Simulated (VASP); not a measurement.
# Au (P-1) in VASP: a series of runs

Au is run at these levels: PBEsol; tasks: single point.

Program: VASP 6.6.1. These are calculated values, not measurements. Logs are shortened: lines on timing, memory, paths and dates and some standing lists are left out, and cuts for length are marked.

### Step 1. The cell of the first run

The typed cell holds 2 atoms: a = 2.905 Å, b = 2.945 Å, c = 4.969 Å, α = 89.95°, β = 91.42°, γ = 122.92°.

### Step 2. Single point, PBEsol

The input, INCAR:

```
ALGO     = Normal         # electronic algorithm
EDIFF    = 1E-6           # SCF threshold, eV
ENCUT    = 500            # plane-wave cutoff, eV
GGA      = PS             # functional
GGA_COMPAT= F            
ISIF     = 2              # what is computed and relaxed
ISMEAR   = 0              # smearing method
LASPH    = T              # aspherical terms in the spheres
LCHARG   = F              # write CHGCAR
LREAL    = F              # projectors in reciprocal space
LWAVE    = F              # write WAVECAR
NBANDS   = 18             # bands
NELM     = 120            # most SCF steps
PREC     = Accurate       # precision mode
SIGMA    = 0.1            # smearing width, eV
```

The input, KPOINTS:

```
k-points
0
Gamma
  6 6 4
```

The input, POSCAR:

```
Au
1.0
    1.3765904572     -2.5578416875     -0.0364534167
    1.4185444578      2.5810074350      0.0013541817
   -0.0608464880      0.0361901094      4.9685663764
Au
2
Direct
    0.6464970626      0.3230456515      0.2532787502
    0.3022856735      0.6592323313      0.7401851646
```

Potentials or basis: VASP PAW PBE potentials, release 64 (Au).

On the command line:

```bash
> cat potpaw_PBE.64/Au/POTCAR > POTCAR
> mpirun -np 1 vasp_std > vasp.out
```

OUTCAR:

```text
EDIFF = 1E-6
   ENCUT = 500
   GGA = PS
   ISIF = 2
   ISMEAR = 0
   LASPH = T
   LREAL = F
   NELM = 120
   PREC = Accurate

 ion  position               nearest neighbor table
   1  0.646  0.323  0.253-   2 2.86   2 2.94   2 3.01   2 3.01   2 3.05   2 3.07
   2  0.302  0.659  0.740-   1 2.86   1 2.94   1 3.01   1 3.01   1 3.05   1 3.07

  LATTYP: Found a triclinic cell.
 ALAT       =     2.9049757721
 B/A-ratio  =     1.0138271785
 C/A-ratio  =     1.7105377509
 COS(alpha) =     0.0009444611
 COS(beta)  =     0.0247627116
 COS(gamma) =     0.5434007211

  Lattice vectors:

 A1 = (   1.3765904572,  -2.5578416875,  -0.0364534167)
 A2 = (  -1.4185444578,  -2.5810074350,  -0.0013541817)
 A3 = (   0.0608464880,  -0.0361901094,  -4.9685663764)

Analysis of symmetry for initial positions (statically):
=====================================================================
 Subroutine PRICEL returns:
 Original cell was already a primitive cell.

 Routine SETGRP: Setting up the symmetry group for a
 triclinic supercell.

 Subroutine GETGRP returns: Found  2 space group operations
 (whereof  1 operations were pure point group operations)
 out of a pool of  2 trial point group operations.

The static configuration has the point symmetry C_1 .
 The point group associated with its full space group is S_2 .

Analysis of symmetry for dynamics (positions and initial velocities):
=====================================================================
 Subroutine PRICEL returns:
 Original cell was already a primitive cell.

 Routine SETGRP: Setting up the symmetry group for a
 triclinic supercell.

 Subroutine GETGRP returns: Found  2 space group operations
 (whereof  1 operations were pure point group operations)
 out of a pool of  2 trial point group operations.

The dynamic configuration has the point symmetry C_1 .
 The point group associated with its full space group is S_2 .

 Subroutine INISYM returns: Found  2 space group operations
 (whereof  1 operations are pure point group operations),
 and found     1 'primitive' translations

----------------------------------------------------------------------------------------

                                     Primitive cell

  volume of cell :      35.6738

  direct lattice vectors                    reciprocal lattice vectors
     1.376590457 -2.557841687 -0.036453417     0.359475304 -0.197573863  0.005841329
     1.418544458  2.581007435  0.001354182     0.356213225  0.191666122  0.002966229
    -0.060846488  0.036190109  4.968566376     0.002540315 -0.001501800  0.201307348

  length of vectors
     2.904975772  2.945143391  4.969070724     0.410234136  0.404515220  0.201328977

  position of ions in fractional coordinates (direct lattice)
     0.646497063  0.323045652  0.253278750
     0.302285674  0.659232331  0.740185165

  ion indices of the primitive-cell ions
   primitive index   ion index
                 1           1
                 2           2

----------------------------------------------------------------------------------------

 KPOINTS: k-points

Automatic generation of k-mesh.
 Grid dimensions read from file:
 generate k-points for:    6    6    4

 Generating k-lattice:

  Cartesian coordinates                     Fractional coordinates (reciprocal lattice)
     0.059912551 -0.032928977  0.000973555     0.166666667  0.000000000 -0.000000000
     0.059368871  0.031944354  0.000494372     0.000000000  0.166666667  0.000000000
     0.000635079 -0.000375450  0.050326837     0.000000000  0.000000000  0.250000000

  Length of vectors
     0.068372356  0.067419203  0.050332244

  Shift w.r.t. Gamma in fractional coordinates (k-lattice)
     0.000000000  0.000000000  0.000000000

 Subroutine IBZKPT returns following result:
 ===========================================

 Found     76 irreducible k-points:

 Following reciprocal coordinates:
            Coordinates               Weight
  0.000000  0.000000  0.000000      1.000000
  0.166667 -0.000000 -0.000000      2.000000
  0.333333 -0.000000 -0.000000      2.000000
  0.500000 -0.000000 -0.000000      1.000000
  0.000000  0.166667 -0.000000      2.000000
  0.166667  0.166667 -0.000000      2.000000
[... 16 lines left out ...]
  0.333333 -0.000000  0.250000      2.000000
  0.500000 -0.000000  0.250000      2.000000
 [... further k-points ...]
   k-points           NKPTS =     76   k-points in BZ     NKDIM =     76   number of bands    NBANDS=     18
   number of dos      NEDOS =    301   number of ions     NIONS =      2
   total plane-waves  NPLWV =  20736
   dimension x,y,z NGX =    24 NGY =   24 NGZ =   36
   dimension x,y,z NGXF=    48 NGYF=   48 NGZF=   72
   ions per type =               2
   NGX,Y,Z   is equivalent  to a cutoff of  13.73, 13.55, 12.04 a.u.
   NGXF,Y,Z  is equivalent  to a cutoff of  27.47, 27.09, 24.09 a.u.
 SYSTEM =  unknown system
   PREC   = accura    normal or accurate (medium, high low for compatibility)
   ISTART =      0    job   : 0-new  1-cont  2-samecut
   ICHARG =      2    charge: 1-file 2-atom 10-const
   ISPIN  =      1    spin polarized calculation?
   LNONCOLLINEAR =      F non collinear calculations
   LSORBIT =      F    spin-orbit coupling
   LASPH  =      T    aspherical Exc in radial PAW
   ENCUT  =  500.0 eV  36.75 Ry    6.06 a.u.   5.30  5.37  9.06*2*pi/ulx,y,z
   NELM   =    120;   NELMIN=  2; NELMDL= -5     # of ELM steps
   EDIFF  = 0.1E-05   stopping-criterion for ELM
   LREAL  =      F    real-space projection
   EDIFFG = 0.1E-04   stopping-criterion for IOM
   NSW    =      0    number of steps for IOM
   IBRION =     -1    ionic relax: 0-MD 1-quasi-New 2-CG
   NFREE  =      0    steps in history (QN), initial steepest desc. (CG)
   ISIF   =      2    stress and relaxation
   ISYM   =      2    0-nonsym 1-usesym 2-fastsym
   POTIM  = 0.5000    time-step for ionic-motion
   TEBEG  =    0.0;   TEEND  =   0.0 temperature during run
   PSTRESS=    0.0 pullay stress
   NELECT =      22.0000    total number of electrons
   NUPDOWN=      -1.0000    fix difference up-down
   EMIN   =  10.00;   EMAX   =-10.00  energy-range for DOS
   EFERMI =   0.00;   METHOD = LEGACY
   ISMEAR =     0;   SIGMA  =   0.10  broadening in eV -4-tet -1-fermi 0-gaus
   EFERMI_NEDOS =   21; number of points for ismear=-14 and -15
   IALGO  =     38    algorithm
   IMIX   =      4    mixing-type and parameters
     AMIX     =   0.40;   BMIX     =  1.00
     AMIX_MAG =   1.60;   BMIX_MAG =  1.00
  volume/ion in A,a.u.               =      17.84       120.37
  Fermi-wavevector in a.u.,A,eV,Ry     =   1.393475  2.633286 26.419420  1.941773
  Thomas-Fermi vector in A             =   2.517117
   LORBIT       =      0    0 simple, 1 ext, 2 COOP (PROOUT), +10 PAW based schemes
   GGA     = PS    functional components
   LHFCALC =     F    Hartree Fock is set to
   AEXX    =    0.0000 exact exchange contribution
   IVDW    =     0    specifies the selected vdW correction
   LEPSILON=     F    determine dielectric tensor
   LRPA    =     F    only Hartree local field effects (RPA)
 non-spin polarized calculation
 Gauss-broadening in eV      SIGMA  =   0.10
  energy-cutoff  :      500.00
  volume of cell :       35.67
 maximum number of plane-waves:       917
 NGX is ok and might be reduce to    24
   NGX = 11   NGY = 11   NGZ = 19

 number of electron      22.0000000 magnetization

 Free energy of the ion-electron system (eV)
  ---------------------------------------------------
  ext. energy  EPLUGINS =         0.00000000
  ---------------------------------------------------
  free energy    TOTEN  =        -7.69035451 eV

  energy without entropy =       -7.68606548  energy(sigma->0) =       -7.68821000

 E-fermi :   8.7544     XC(G=0): -12.6090

 val. band max:        8.7444355564   @ k =   0.1667   0.1667   0.2500
 cond. band min:       8.7663485547   @ k =  -0.1667   0.3333   0.2500
 fundamental gap:      0.0219129983
 Fermi energy:         8.7544295383

 k-point     1 :       0.0000    0.0000    0.0000
  band No.  band energies     occupation
      1      -0.9258      2.00000
      2       1.4014      2.00000
      3       3.7250      2.00000
      4       3.7876      2.00000
      5       4.0553      2.00000
      6       4.5726      2.00000
[... 10 lines left out ...]
     17      26.5703      0.00000
     18      27.5731      0.00000

 k-point     2 :       0.1667   -0.0000   -0.0000
  band No.  band energies     occupation
      1      -0.0378      2.00000
      2       2.1353      2.00000
      3       3.6981      2.00000
      4       4.1959      2.00000
      5       4.3448      2.00000
      6       4.4329      2.00000
[... 10 lines left out ...]
     17      24.8089      0.00000
     18      25.9302      0.00000

 k-point     3 :       0.3333   -0.0000   -0.0000
  band No.  band energies     occupation
      1       1.7355      2.00000
      2       2.4243      2.00000
      3       2.9992      2.00000
      4       4.0554      2.00000
      5       4.2595      2.00000
      6       4.4066      2.00000
[... 10 lines left out ...]
     17      22.2799      0.00000
     18      24.2045      0.00000

 k-point     4 :       0.5000   -0.0000   -0.0000
  band No.  band energies     occupation
      1       2.0671      2.00000
      2       2.1366      2.00000
      3       2.5168      2.00000
      4       4.0076      2.00000
      5       4.3446      2.00000
      6       4.8074      2.00000
[... 375 lines left out ...]
      4       3.7656      2.00000
      5       4.0469      2.00000
      6       4.4379      2.00000
[... 10 lines left out ...]
     17      24.7361      0.00000
     18      25.0751      0.00000

 k-point    23 :       0.3333   -0.0000    0.2500
  band No.  band energies     occupation
      1       1.8254      2.00000
      2       2.4572      2.00000
      3       2.9441      2.00000
      4       3.5485      2.00000
      5       4.5400      2.00000
      6       4.5930      2.00000
[... 10 lines left out ...]
     17      23.0149      0.00000
     18      24.2410      0.00000

 k-point    24 :       0.5000   -0.0000    0.2500
  band No.  band energies     occupation
      1       1.8219      2.00000
      2       2.1456      2.00000
      3       2.9217      2.00000
      4       3.2222      2.00000
      5       4.4544      2.00000
      6       5.0776      2.00000
[... 10 lines left out ...]
     17      20.7510      0.00000
     18      23.5603      0.00000

 [... further k-points ...]

------------------------ aborting loop because EDIFF is reached ----------------------------------------

  FORCE on cell =-STRESS in cart. coord.  units (eV):
  Direction    XX          YY          ZZ          XY          YZ          ZX
  --------------------------------------------------------------------------------------
  -------------------------------------------------------------------------------------
  Total       -1.4644931     -0.4059976     -1.9077551     -0.1062353      0.0255806     -0.0042993
  in kB      -65.7730930    -18.2341042    -85.6808122     -4.7712256      1.1488735     -0.1930883
  external PRESSURE =     -56.5626698 kB  Pullay stress =       0.0000000 kB

 VOLUME and BASIS-vectors are now :
 -----------------------------------------------------------------------------
  energy-cutoff  :      500.00
  volume of cell :       35.67
      direct lattice vectors                 reciprocal lattice vectors
     1.376590457 -2.557841687 -0.036453417     0.359475304 -0.197573863  0.005841329
     1.418544458  2.581007435  0.001354182     0.356213225  0.191666122  0.002966229
    -0.060846488  0.036190109  4.968566376     0.002540315 -0.001501800  0.201307348

 POSITION                                       TOTAL-FORCE (eV/Angst)
 -----------------------------------------------------------------------------------
      1.33281     -0.81069      1.23530        -0.010296      0.032277     -0.350826
      1.30624      0.95507      3.66753         0.010296     -0.032277      0.350826
 -----------------------------------------------------------------------------------
    total drift:                                0.000005     -0.000000     -0.000030

  FREE ENERGIE OF THE ION-ELECTRON SYSTEM (eV)
  ---------------------------------------------------
  free  energy   TOTEN  =        -7.6903545090 eV

  energy  without entropy=       -7.6860654820  energy(sigma->0) =       -7.68821000
```

It took 15 s on 1 thread of Intel Xeon Platinum 8559C (Emerald Rapids), shared host; peak memory 0.17 GiB.

What came out:

```yaml
Free_energy: -7.6904 eV
Pressure: -5.7 GPa
Largest_force: 0.352 eV/Å
Band_gap_on_the_k_mesh: zero (bands 11 and 12 overlap by 6.01 eV)
```

Forces on the atoms (eV/Å):
```
Au  -0.010  0.032 -0.351
Au   0.010 -0.032  0.351
```

Caveat: the k points lie up to 0.42 Å⁻¹ apart, too coarse for converged energies and pressures of a metal; the PAW data sets were made with another functional, which shifts forces and pressure a little; spin-orbit coupling is left out, which moves the levels of the heavy elements.

### Step 3. Single point, PBEsol

The input, INCAR:

```
ALGO = Normal
EDIFF = 1E-6
ENCUT = 500
GGA = PS
GGA_COMPAT = False
ISIF = 2
ISMEAR = 0
LASPH = True
LCHARG = False
LREAL = False
LWAVE = False
NBANDS = 18
NELM = 120
PREC = Accurate
SIGMA = 0.1
```

The input, KPOINTS:

```
k-points
0
Gamma
  8 8 4
```

POSCAR is that of step 2.

Potentials or basis: VASP PAW PBE potentials, release 64 (Au).

On the command line:

```bash
> cat potpaw_PBE.64/Au/POTCAR > POTCAR
> mpirun -np 1 vasp_std > vasp.out
```

It took 27 s on 1 thread of Intel Xeon Platinum 8559C (Emerald Rapids), shared host; peak memory 0.19 GiB.

The run converged. Its results:

```yaml
Free_energy: -7.7576 eV
Pressure: -5.7 GPa
Largest_force: 0.361 eV/Å
Band_gap_on_the_k_mesh: zero (bands 11 and 12 overlap by 5.70 eV)
```

Forces in eV/Å, atoms in the order of the input:
```
Au  -0.025  0.026 -0.359
Au   0.025 -0.026  0.359
```

Stress tensor (GPa, compression positive):
```
-5.34  0.10  0.56
 0.10 -4.58 -0.52
 0.56 -0.52 -7.09
```

Levels at points of the mesh, in eV from the Fermi level:
| k point | band 7 | band 8 | band 9 | band 10 | band 11 | band 12 | band 13 | band 14 | band 15 | band 16 |
| --- | --- | --- | --- | --- | --- | --- | --- | --- | --- | --- |
| (0.00, 0.00, 0.00) | -3.73 | -3.30 | -3.24 | -2.27 | -2.02 | -1.16 | 2.11 | 14.60 | 15.19 | 16.51 |
| (0.50, 0.00, 0.00) | -3.48 | -2.05 | -1.73 | -1.56 | 0.68 | 1.85 | 5.61 | 7.12 | 7.60 | 9.71 |
| (0.00, 0.50, 0.00) | -3.46 | -2.02 | -1.80 | -1.65 | 0.52 | 1.73 | 5.56 | 6.95 | 7.11 | 10.24 |
| (0.50, 0.50, 0.00) | -3.45 | -1.89 | -1.82 | -1.70 | 0.10 | 1.26 | 4.99 | 6.41 | 6.52 | 11.05 |
| (0.00, 0.00, 0.50) | -4.01 | -3.99 | -2.66 | -2.62 | -2.55 | -2.33 | 9.28 | 10.15 | 14.81 | 14.85 |
| (0.50, 0.00, 0.50) | -2.31 | -2.28 | -1.65 | -1.58 | 0.63 | 0.79 | 3.94 | 4.52 | 12.52 | 12.55 |
| (0.00, 0.50, 0.50) | -2.41 | -2.29 | -1.68 | -1.67 | 0.46 | 0.74 | 3.93 | 4.01 | 12.21 | 13.07 |
| (0.50, 0.50, 0.50) | -2.52 | -2.41 | -1.74 | -1.74 | 0.17 | 0.44 | 3.22 | 3.28 | 11.87 | 12.87 |

Caveat: the cell stands under tension; the PAW data sets were made with another functional, which shifts forces and pressure a little; spin-orbit coupling is left out, which moves the levels of the heavy elements.
